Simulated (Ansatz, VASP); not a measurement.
**Cd: VASP beside Ansatz**

File INCAR:

```
SYSTEM = Cd
ALGO = Normal
EDIFF = 1E-6
ENCUT = 520
GGA = PE
ISIF = 2
ISMEAR = -1
LASPH = .True.
LCHARG = .False.
LREAL = .False.
LWAVE = .False.
NBANDS = 12
NELM = 80
PREC = Accurate
SIGMA = 0.1
```

KPOINTS

```
k-points
0
Gamma
  14 14 13
  0 0 0
```

Contents of POSCAR:

```
Cd
1.0
    2.3777440192      0.0000000000      0.0000000000
   -1.1888720096      2.0591867243      0.0000000000
    0.0000000000      0.0000000000      2.3207244168
Cd
1
Direct
    0.0000000000      0.0000000000      0.0000000000
```

Input for Ansatz:

```yaml
crystal:
  lattice:
    - [2.3777440192, 0.0, 0.0]
    - [-1.1888720096, 2.0591867243, 0.0]
    - [0.0, 0.0, 2.3207244168]
  atoms:
    - { symbol: Cd, position: [0.0, 0.0, 0.0] }
kpoints:
  mp_grid: { grid: [14, 14, 13] }
scf:
  occupations: { method: fermi_dirac, width: 0.1 }
hamiltonian:
  xc: pbe
  pseudopotentials: { kind: all_electron, datasets: crystal }
output:
  forces: true
  stress: true
  eigenvalues: true
```

Change from the starting cell: volume scaled by 0.45, crystal datasets.

Alike in both runs: task single point; functional PBE; k mesh 14 × 14 × 13; occupations fermi-dirac, width 0.1 eV; no spin polarisation.

|  | VASP | Ansatz |
| --- | --- | --- |
| version | VASP 6.6.1 | Ansatz 0.2.0 |
| potentials or method | VASP PAW PBE potentials, release 64 (Cd), cutoff 520 eV | all-electron PAW with datasets made for the crystal, scalar-relativistic |

Ansatz gave:

- pressure (GPa): 250.4
- traceless stress, the component that is largest in VASP (GPa): 0.01

Problem. Estimate VASP's values.

Solution. Pressure (GPa): 261.6; traceless stress, the component that is largest in VASP (GPa): -0.90.

Both programs put the cell under a high pressure, so it lies far from rest at this level. Ansatz ran all-electron here, and VASP with PAW potentials.

Noted on VASP's run: the cell as given lies far from equilibrium.
